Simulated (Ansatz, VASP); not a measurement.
**Al in VASP and in Ansatz**

```
Al
1.0
     0.00000    2.01000    2.01000
     2.01000    0.00000    2.01000
     2.01000    2.01000    0.00000
Al
1
Direct
  0.00000 0.00000 0.00000
```

Alike in both runs: task relaxation of cell and atoms; functional PBEsol; dispersion D3(BJ); k mesh 18 × 18 × 18; occupations gaussian, width 0.1 eV; no spin polarisation.

|  | VASP | Ansatz |
| --- | --- | --- |
| version | VASP 6.6.1 | Ansatz 0.2.0 |
| potentials or method | VASP PAW PBE potentials, release 64 (Al), cutoff 500 eV | scalar-relativistic, plane waves, PAW |
| valence electrons in the cell | 3 | 3 |

Ansatz gave:

```
gap on the k mesh at the Fermi level, each at its own relaxed structure (eV) : none
relaxed volume (Å³/atom)                                                     : 15.55
relaxed cell length with the largest relative difference (Å)                 : 2.801
```

Task: What did VASP give for the same quantities?

Result: gap on the k mesh at the Fermi level, each at its own relaxed structure (eV): none; relaxed volume (Å³/atom): 15.56; relaxed cell length with the largest relative difference (Å): 2.802.

VASP's potentials were made for PBE, not for PBEsol, and Ansatz warns of the same on its side. A gap of «none» marks a metal or a gap that the smearing closes.
